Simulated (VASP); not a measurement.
Wanted: the native input for a VASP 6.6.1 run.

* Task: single point
* Functional: PBEsol
* Potentials or basis: VASP PAW PBE potentials, release 64 (Zr_sv, H, C)
* Cutoff: 520 eV
* k mesh: 7 × 7 × 3
* Occupations: gaussian, width 0.02 eV
* Spin: no spin polarisation
* Dipole correction: no
* Further INCAR settings: ALGO = Normal; EDIFF = 1e-06; NBANDS = 32

The structure of Zr3HC2 lies in POSCAR:

```
Zr3HC2
1.0
    3.3166114203      0.0000000000      0.0000000000
   -1.6583057102      2.8722697445      0.0000000000
    0.0000000000      0.0000000000      7.9247008215
Zr H C
3 1 2
Direct
    0.0000000000      0.0000000000      0.5000000000
    0.3333333333      0.6666666667      0.1784270836
    0.6666666667      0.3333333333      0.8215729164
    0.0000000000      0.0000000000      0.0000000000
    0.3333333333      0.6666666667      0.6745097950
    0.6666666667      0.3333333333      0.3254902050
```

The input as run:

INCAR

```
ALGO = Normal
EDIFF = 1E-6
ENCUT = 520
GGA = PS
ISIF = 2
ISMEAR = 0
LASPH = True
LCHARG = True
LELF = True
LREAL = False
LVHAR = True
LWAVE = False
NBANDS = 32
NELM = 100
PREC = Accurate
SIGMA = 0.02
```

KPOINTS

```
k-points
0
Gamma
  7 7 3
```

Potentials or basis: VASP PAW PBE potentials, release 64 (Zr_sv, H, C).

Run with:

```bash
$ cat potpaw_PBE.64/Zr_sv/POTCAR potpaw_PBE.64/H/POTCAR potpaw_PBE.64/C/POTCAR > POTCAR
$ mpirun -np 1 vasp_std > vasp.out
```

It gave:

```
Pressure      : 0.3 GPa
Largest force : 0.015 eV/Å
```

Caveat: the PAW data sets were made with another functional, which shifts forces and pressure a little.

It took 39 s on 1 thread of AMD EPYC 9R45 (Zen 5), with other jobs on the host, peak memory 0.19 GiB.
